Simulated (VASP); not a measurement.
## Au: single point with PBE

The system is Au.

```
CELL_PARAMETERS angstrom
0.00000 2.56981 2.56981
2.56981 0.00000 2.56981
2.56981 2.56981 0.00000
ATOMIC_POSITIONS crystal
Au 0.87500 0.87500 0.87500
Au 0.12500 0.12500 0.12500
```

This cell differs from its parent crystal: volume scaled by 0.58.

| Quantity | Value |
| --- | --- |
| Program | VASP 6.6.1 |
| Task | single point |
| Functional | PBE |
| Potentials or basis | VASP PAW PBE potentials, release 64 (Au) |
| Cutoff | 520 eV |
| k mesh | 12 × 12 × 12 |
| Occupations | fermi-dirac, width 0.05 eV |
| Spin | no spin polarisation |

The pressure is 131.0 GPa and the band gap on the k mesh is zero (band 11 reaches 10.59 eV, above the bottom of band 12 at 9.85 eV).

Levels at points of the mesh, in eV from the Fermi level:
```
           k point  band 9  band 10  band 11  band 12  band 13  band 14
(0.00, 0.00, 0.00)   -3.95    -1.20    -1.20    11.30    11.52    12.97
(0.50, 0.00, 0.00)   -3.19    -1.77    -1.77    -0.04     9.25     9.25
(0.50, 0.50, 0.00)   -1.40    -1.40     0.63     0.63     3.41     3.41
```

Run time: 30 s on 1 thread of Intel(R) Xeon(R) Platinum 8259CL CPU @ 2.50GHz (Skylake/Cascade Lake) (shared host), peak memory 0.17 GiB.

Caveat: spin-orbit coupling is left out, which moves the levels of the heavy elements.
